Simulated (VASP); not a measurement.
# Se (P3_121) in VASP: notebook

Runs on Se. Level: LDA. Tasks: single point.

All numbers are computed with VASP 6.6.1; they aren't measurements. Logs are shortened: lines on timing, memory, paths and dates and some standing lists are left out, and cuts for length are marked.

## 1. The cell of the first run

It takes space group P3_121 (No. 152, trigonal). Conventional cell: a = 4.452 Å, b = 4.452 Å, c = 5.051 Å, α = 90.00°, β = 90.00°, γ = 120.00°. Within 3.2 Å of Se (site symmetry 2) lie 2 Se at 2.42 Å.

## 2. Single point, LDA (volume scaled by 1.06)

INCAR

```
PREC     = Accurate       # precision mode
ENCUT    = 520            # plane-wave cutoff, eV
EDIFF    = 1E-6           # SCF threshold, eV
ISMEAR   = -1             # smearing method
SIGMA    = 0.03           # smearing width, eV
LREAL    = F              # projectors in reciprocal space
LASPH    = T              # aspherical terms in the spheres
NELM     = 80             # most SCF steps
ALGO     = Normal         # electronic algorithm
ISIF     = 2              # what is computed and relaxed
LWAVE    = F              # write WAVECAR
LCHARG   = T              # write CHGCAR
GGA      = CA             # functional
LELF     = T              # ELF
LVHAR    = T            
NBANDS   = 16             # bands
```

KPOINTS

```
regular mesh
0
Gamma
  6 6 5
```

POSCAR

```
Se
1.0
    4.4518334532      0.0000000000      0.0000000000
   -2.2259167266      3.8554008639      0.0000000000
    0.0000000000      0.0000000000      5.0507540772
Se
3
Direct
    0.2254000000      0.0000000000      0.3333333333
    0.0000000000      0.2254000000      0.6666666667
    0.7746000000      0.7746000000      0.0000000000
```

Potentials or basis: VASP PAW LDA potentials, release 64 (Se).

Command:

```bash
cat potpaw_LDA.64/Se/POTCAR > POTCAR
mpirun -np 1 vasp_std > vasp.out
```

OUTCAR:

```text
PREC = Accurate
   ENCUT = 520
   EDIFF = 1E-6
   ISMEAR = -1
   LREAL = F
   LASPH = T
   NELM = 80
   ISIF = 2
   GGA = CA

 ion  position               nearest neighbor table
   1  0.225  0.000  0.333-   3 2.42   2 2.42
   2  0.000  0.225  0.667-   3 2.42   1 2.42
   3  0.775  0.775  0.000-   1 2.42   2 2.42

  LATTYP: Found a hexagonal cell.
 ALAT       =     4.4518334532
 C/A-ratio  =     1.1345334749

  Lattice vectors:

 A1 = (   4.4518334532,   0.0000000000,   0.0000000000)
 A2 = (  -2.2259167266,   3.8554008639,   0.0000000000)
 A3 = (   0.0000000000,   0.0000000000,   5.0507540772)

Analysis of symmetry for initial positions (statically):
=====================================================================
 Subroutine PRICEL returns:
 Original cell was already a primitive cell.

 Routine SETGRP: Setting up the symmetry group for a
 hexagonal supercell.

 Subroutine GETGRP returns: Found  6 space group operations
 (whereof  2 operations were pure point group operations)
 out of a pool of 24 trial point group operations.

The static configuration has the point symmetry C_2 .
 The point group associated with its full space group is D_3 .

Analysis of symmetry for dynamics (positions and initial velocities):
=====================================================================
 Subroutine PRICEL returns:
 Original cell was already a primitive cell.

 Routine SETGRP: Setting up the symmetry group for a
 hexagonal supercell.

 Subroutine GETGRP returns: Found  6 space group operations
 (whereof  2 operations were pure point group operations)
 out of a pool of 24 trial point group operations.

The dynamic configuration has the point symmetry C_2 .
 The point group associated with its full space group is D_3 .

 Subroutine INISYM returns: Found  6 space group operations
 (whereof  2 operations are pure point group operations),
 and found     1 'primitive' translations

----------------------------------------------------------------------------------------

                                     Primitive cell

  volume of cell :      86.6891

  direct lattice vectors                    reciprocal lattice vectors
     4.451833453  0.000000000  0.000000000     0.224626552  0.129688200  0.000000000
    -2.225916727  3.855400864  0.000000000     0.000000000  0.259376401  0.000000000
     0.000000000  0.000000000  5.050754077     0.000000000  0.000000000  0.197990238

  length of vectors
     4.451833453  4.451833453  5.050754077     0.259376401  0.259376401  0.197990238

  position of ions in fractional coordinates (direct lattice)
     0.225400000  0.000000000  0.333333333
     0.000000000  0.225400000  0.666666667
     0.774600000  0.774600000  0.000000000

  ion indices of the primitive-cell ions
   primitive index   ion index
                 1           1
                 2           2
                 3           3

----------------------------------------------------------------------------------------

 KPOINTS: regular mesh

Automatic generation of k-mesh.
 Grid dimensions read from file:
 generate k-points for:    6    6    5

 Generating k-lattice:

  Cartesian coordinates                     Fractional coordinates (reciprocal lattice)
     0.037437759  0.021614700  0.000000000     0.166666667  0.000000000  0.000000000
     0.000000000  0.043229400  0.000000000     0.000000000  0.166666667  0.000000000
     0.000000000  0.000000000  0.039598048     0.000000000  0.000000000  0.200000000

  Length of vectors
     0.043229400  0.043229400  0.039598048

  Shift w.r.t. Gamma in fractional coordinates (k-lattice)
     0.000000000  0.000000000  0.000000000

 Subroutine IBZKPT returns following result:
 ===========================================

 Found     27 irreducible k-points:

 Following reciprocal coordinates:
            Coordinates               Weight
  0.000000  0.000000  0.000000      1.000000
  0.166667  0.000000  0.000000      6.000000
  0.333333  0.000000  0.000000      6.000000
  0.500000  0.000000  0.000000      3.000000
  0.166667  0.166667  0.000000      6.000000
  0.333333  0.166667  0.000000     12.000000
[... 16 lines left out ...]
  0.500000  0.000000  0.400000      6.000000
  0.166667  0.166667  0.400000     12.000000
 [... further k-points ...]
   k-points           NKPTS =     27   k-points in BZ     NKDIM =     27   number of bands    NBANDS=     16
   number of dos      NEDOS =    301   number of ions     NIONS =      3
   total plane-waves  NPLWV =  51840
   dimension x,y,z NGX =    36 NGY =   36 NGZ =   40
   dimension x,y,z NGXF=    72 NGYF=   72 NGZF=   80
   ions per type =               3
   NGX,Y,Z   is equivalent  to a cutoff of  13.44, 13.44, 13.17 a.u.
   NGXF,Y,Z  is equivalent  to a cutoff of  26.89, 26.89, 26.33 a.u.
 SYSTEM =  unknown system
   PREC   = accura    normal or accurate (medium, high low for compatibility)
   ISTART =      0    job   : 0-new  1-cont  2-samecut
   ICHARG =      2    charge: 1-file 2-atom 10-const
   ISPIN  =      1    spin polarized calculation?
   LNONCOLLINEAR =      F non collinear calculations
   LSORBIT =      F    spin-orbit coupling
   LASPH  =      T    aspherical Exc in radial PAW
   ENCUT  =  520.0 eV  38.22 Ry    6.18 a.u.   8.28  8.28  9.39*2*pi/ulx,y,z
   NELM   =     80;   NELMIN=  2; NELMDL= -5     # of ELM steps
   EDIFF  = 0.1E-05   stopping-criterion for ELM
   LREAL  =      F    real-space projection
   EDIFFG = 0.1E-04   stopping-criterion for IOM
   NSW    =      0    number of steps for IOM
   IBRION =     -1    ionic relax: 0-MD 1-quasi-New 2-CG
   NFREE  =      0    steps in history (QN), initial steepest desc. (CG)
   ISIF   =      2    stress and relaxation
   ISYM   =      2    0-nonsym 1-usesym 2-fastsym
   POTIM  = 0.5000    time-step for ionic-motion
   TEBEG  =    0.0;   TEEND  =   0.0 temperature during run
   PSTRESS=    0.0 pullay stress
   NELECT =      18.0000    total number of electrons
   NUPDOWN=      -1.0000    fix difference up-down
   EMIN   =  10.00;   EMAX   =-10.00  energy-range for DOS
   EFERMI =   0.00;   METHOD = LEGACY
   ISMEAR =    -1;   SIGMA  =   0.03  broadening in eV -4-tet -1-fermi 0-gaus
   EFERMI_NEDOS =   21; number of points for ismear=-14 and -15
   IALGO  =     38    algorithm
   IMIX   =      4    mixing-type and parameters
     AMIX     =   0.40;   BMIX     =  1.00
     AMIX_MAG =   1.60;   BMIX_MAG =  1.00
  volume/ion in A,a.u.               =      28.90       195.00
  Fermi-wavevector in a.u.,A,eV,Ry     =   0.969417  1.831933 12.786346  0.939770
  Thomas-Fermi vector in A             =   2.099468
   LORBIT       =      0    0 simple, 1 ext, 2 COOP (PROOUT), +10 PAW based schemes
   GGA     = CA    functional components
   LHFCALC =     F    Hartree Fock is set to
   AEXX    =    0.0000 exact exchange contribution
   IVDW    =     0    specifies the selected vdW correction
   LEPSILON=     F    determine dielectric tensor
   LRPA    =     F    only Hartree local field effects (RPA)
 non-spin polarized calculation
  energy-cutoff  :      520.00
  volume of cell :       86.69
 maximum number of plane-waves:      2353
 NGX is ok and might be reduce to    36
   NGX = 17   NGY = 17   NGZ = 19

 number of electron      18.0000000 magnetization

 Free energy of the ion-electron system (eV)
  ---------------------------------------------------
  ext. energy  EPLUGINS =         0.00000000
  ---------------------------------------------------
  free energy    TOTEN  =       -12.24558459 eV

  energy without entropy =      -12.24558459  energy(sigma->0) =      -12.24558459

 E-fermi :   2.6022     XC(G=0):  -8.9462

 val. band max:        1.9652804444   @ k =  -0.1667   0.5000   0.4000
 cond. band min:       3.1688605798   @ k =   0.0000   0.0000   0.4000
 fundamental gap:      1.2035801355
 Fermi energy:         2.6021766414

 k-point     1 :       0.0000    0.0000    0.0000
  band No.  band energies     occupation
      1     -13.3410      2.00000
      2      -9.5482      2.00000
      3      -9.5482      2.00000
      4      -1.6118      2.00000
      5      -1.6118      2.00000
      6      -1.4517      2.00000
[... 8 lines left out ...]
     15       8.4982      0.00000
     16      10.4328      0.00000

 k-point     2 :       0.1667    0.0000    0.0000
  band No.  band energies     occupation
      1     -13.2453      2.00000
      2      -9.6365      2.00000
      3      -9.5427      2.00000
      4      -2.1852      2.00000
      5      -1.8857      2.00000
      6      -1.3097      2.00000
[... 8 lines left out ...]
     15       9.1550      0.00000
     16      10.4051      0.00000

 k-point     3 :       0.3333    0.0000    0.0000
  band No.  band energies     occupation
      1     -13.0294      2.00000
      2      -9.8551      2.00000
      3      -9.5308      2.00000
      4      -2.6498      2.00000
      5      -2.2399      2.00000
      6      -1.3101      2.00000
[... 8 lines left out ...]
     15      10.4825      0.00000
     16      11.3461      0.00000

 k-point     4 :       0.5000    0.0000    0.0000
  band No.  band energies     occupation
      1     -12.9052      2.00000
      2      -9.9896      2.00000
      3      -9.5244      2.00000
      4      -2.7502      2.00000
      5      -2.3907      2.00000
      6      -1.1467      2.00000
[... 8 lines left out ...]
     15      11.6431      0.00000
     16      11.7029      0.00000
[... 324 lines left out ...]
 k-point    22 :       0.0000    0.3333    0.4000
  band No.  band energies     occupation
      1     -12.3771      2.00000
      2     -11.6277      2.00000
      3      -8.2983      2.00000
      4      -3.1749      2.00000
      5      -2.1633      2.00000
      6      -1.5661      2.00000
[... 8 lines left out ...]
     15       9.8342      0.00000
     16      10.7112      0.00000

 k-point    23 :       0.5000    0.0000    0.4000
  band No.  band energies     occupation
      1     -12.2807      2.00000
      2     -11.5467      2.00000
      3      -8.5294      2.00000
      4      -3.3869      2.00000
      5      -2.2950      2.00000
      6      -1.7386      2.00000
[... 8 lines left out ...]
     15      10.7429      0.00000
     16      11.0838      0.00000

 k-point    24 :       0.1667    0.1667    0.4000
  band No.  band energies     occupation
      1     -12.4284      2.00000
      2     -11.6557      2.00000
      3      -8.2008      2.00000
      4      -2.9510      2.00000
      5      -2.1181      2.00000
      6      -1.5624      2.00000
[... 8 lines left out ...]
     15       9.7836      0.00000
     16      10.2171      0.00000

 [... further k-points ...]
[... 5 lines left out ...]
  --------------------------------------------------------------------------------------
  -------------------------------------------------------------------------------------
  Total       -2.0561250     -2.0561250     -2.2285018     -0.0000000     -0.0000000      0.0000000
  in kB      -38.0010351    -38.0010351    -41.1868803     -0.0000000     -0.0000000      0.0000000
  external PRESSURE =     -39.0629835 kB  Pullay stress =       0.0000000 kB

 VOLUME and BASIS-vectors are now :
 -----------------------------------------------------------------------------
  energy-cutoff  :      520.00
  volume of cell :       86.69
      direct lattice vectors                 reciprocal lattice vectors
     4.451833453  0.000000000  0.000000000     0.224626552  0.129688200  0.000000000
    -2.225916727  3.855400864  0.000000000     0.000000000  0.259376401  0.000000000
     0.000000000  0.000000000  5.050754077     0.000000000  0.000000000  0.197990238

 POSITION                                       TOTAL-FORCE (eV/Angst)
 -----------------------------------------------------------------------------------
      1.00344      0.00000      1.68358        -0.297279      0.000000      0.000000
     -0.50172      0.86901      3.36717         0.148639     -0.257451     -0.000000
      1.72420      2.98639      0.00000         0.148639      0.257451     -0.000000
 -----------------------------------------------------------------------------------
    total drift:                                0.000000      0.000001     -0.000000

  FREE ENERGIE OF THE ION-ELECTRON SYSTEM (eV)
  ---------------------------------------------------
  free  energy   TOTEN  =       -12.2455845925 eV

  energy  without entropy=      -12.2455845923  energy(sigma->0) =      -12.24558459
```

Wall time 11 s (1 thread of Intel Xeon 6975P-C (Granite Rapids), shared host); peak memory 0.18 GiB.

What came out:

| Quantity | Value |
| --- | --- |
| Free energy | -12.2456 eV |
| Pressure | -3.9 GPa |
| Largest force | 0.297 eV/Å |
| Band gap on the k mesh | 1.20 eV, indirect (least direct gap 1.31 eV) |

Forces on the atoms (eV/Å):
```
Se  -0.297  0.000  0.000
Se   0.149 -0.257  0.000
Se   0.149  0.257  0.000
```

Stress tensor (GPa, compression positive):
```
-3.80  0.00  0.00
 0.00 -3.80  0.00
 0.00  0.00 -4.12
```

## 3. Single point, LDA (volume scaled by 0.94)

INCAR

```
PREC     = Accurate       # precision mode
ENCUT    = 520            # plane-wave cutoff, eV
EDIFF    = 1E-6           # SCF threshold, eV
ISMEAR   = -1             # smearing method
SIGMA    = 0.03           # smearing width, eV
LREAL    = False          # projectors in reciprocal space
LASPH    = True           # aspherical terms in the spheres
NELM     = 100            # most SCF steps
ALGO     = Normal         # electronic algorithm
ISIF     = 2              # what is computed and relaxed
LWAVE    = False          # write WAVECAR
LCHARG   = False          # write CHGCAR
NBANDS   = 16             # bands
```

KPOINTS

```
Automatic mesh
0
Gamma
  6 6 5
```

POSCAR

```
Se
1.0
    4.2770688178      0.0000000000      0.0000000000
   -2.1385344090      3.7040502500      0.0000000000
    0.0000000000      0.0000000000      4.8524777481
Se
3
Direct
    0.2254000000      0.0000000000      0.3333333333
    0.0000000000      0.2254000000      0.6666666667
    0.7746000000      0.7746000000      0.0000000000
```

Potentials or basis: VASP PAW LDA potentials, release 64 (Se).

Command:

```bash
cat potpaw_LDA.64/Se/POTCAR > POTCAR
mpirun -np 1 vasp_std > vasp.out
```

It took 13 s on 1 thread of Intel Xeon Platinum 8375C at 2.90GHz (Ice Lake), shared host; peak memory 0.15 GiB.

The run converged. Its results:

```
Free energy            : -12.2990 eV
Pressure               : 2.9 GPa
Largest force          : 0.952 eV/Å
Band gap on the k mesh : 1.14 eV, indirect (least direct gap 1.51 eV)
```

Forces on the atoms (eV/Å):
```
Se   0.952  0.000  0.000
Se  -0.476  0.824  0.000
Se  -0.476 -0.824  0.000
```

Stress tensor (GPa, compression positive):
```
1.64 0.00 0.00
0.00 1.64 0.00
0.00 0.00 5.43
```

Levels at points of the mesh, in eV from the valence-band top:
```tsv
k point	band 6	band 7	band 8	band 9	band 10	band 11	band 12	band 13
(0.00, 0.00, 0.00)	-3.94	-2.21	-2.21	-0.39	1.98	1.98	2.20	6.13
(0.50, 0.00, 0.00)	-3.67	-3.08	-1.87	-1.03	1.97	2.41	4.46	5.00
```

 A k mesh can miss the band edges.

(Continued in part 2 of 2.)
